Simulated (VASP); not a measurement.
Write the native input for VASP 6.6.1 that does the following.

```yaml
Task: single point
Functional: r2SCAN
Potentials_or_basis: VASP PAW PBE potentials, release 64 (Sr_sv, Ti_sv, O_h)
Cutoff: 910 eV
k_mesh: 7 × 7 × 7
Occupations: fermi-dirac, width 0.1 eV
Spin: no spin polarisation
Dipole_correction: no
Further_INCAR_settings: ALGO = Normal; EDIFF = 1e-06; NBANDS = 28
```

SrTiO3:

```
CELL_PARAMETERS angstrom
3.86584 0.00000 0.00000
0.00000 3.86584 0.00000
0.00000 0.00000 3.86584
ATOMIC_POSITIONS crystal
Sr 0.50000 0.50000 0.50000
Ti 0.00000 0.00000 0.00000
O 0.50000 0.00000 0.00000
O 0.00000 0.50000 0.00000
O 0.00000 0.00000 0.50000
```

One way to write it, as run:

POSCAR

```
SrTiO3
1.0
    3.8658373600      0.0000000000      0.0000000000
    0.0000000000      3.8658373600      0.0000000000
    0.0000000000      0.0000000000      3.8658373600
Sr Ti O
1 1 3
Direct
    0.5000000000      0.5000000000      0.5000000000
    0.0000000000      0.0000000000      0.0000000000
    0.5000000000      0.0000000000      0.0000000000
    0.0000000000      0.5000000000      0.0000000000
    0.0000000000      0.0000000000      0.5000000000
```

INCAR.step1

```
SYSTEM = SrTiO3
PREC = Accurate
ENCUT = 910
ISMEAR = -1
SIGMA = 0.1
LREAL = .False.
LASPH = .True.
NELM = 120
NBANDS = 28
GGA = PE
ALGO = Normal
EDIFF = 1E-5
LWAVE = .True.
LCHARG = .False.
GGA_COMPAT = .False.
```

INCAR.step2

```
SYSTEM = SrTiO3
PREC = Accurate
ENCUT = 910
EDIFF = 1E-6
ISMEAR = -1
SIGMA = 0.1
LREAL = .False.
LASPH = .True.
NELM = 120
ALGO = Normal
ISIF = 2
LWAVE = .False.
LCHARG = .False.
METAGGA = R2SCAN
LMIXTAU = .True.
NBANDS = 28
ISTART = 1
GGA_COMPAT = .False.
```

KPOINTS

```
regular mesh
0
Gamma
  7 7 7
  0 0 0
```

Potentials or basis: VASP PAW PBE potentials, release 64 (Sr_sv, Ti_sv, O_h).

The run is started by

```console
$ cat potpaw_PBE.64/Sr_sv/POTCAR potpaw_PBE.64/Ti_sv/POTCAR potpaw_PBE.64/O_h/POTCAR > POTCAR
$ cp INCAR.step1 INCAR
$ mpirun -np 1 vasp_std > vasp.out
$ cp INCAR.step2 INCAR
$ mpirun -np 1 vasp_std > vasp.out
```

It gave:

* Pressure: 7.3 GPa
* Band gap on the k mesh: 2.42 eV (least direct gap 2.71 eV)

Caveat: the cutoff is under 1.25 times the usual one of these potentials, so pressure, stress and relaxed cells hold a basis-set (Pulay) error; the cell stands under pressure; the PAW data sets were made with another functional, which shifts forces and pressure a little; an odd mesh through Γ misses points on the zone boundary, where band edges can lie.

Run time: 6.9 min on 1 thread of Intel(R) Xeon(R) Platinum 8375C CPU @ 2.90GHz (Ice Lake), on a shared host, peak memory 0.31 GiB.
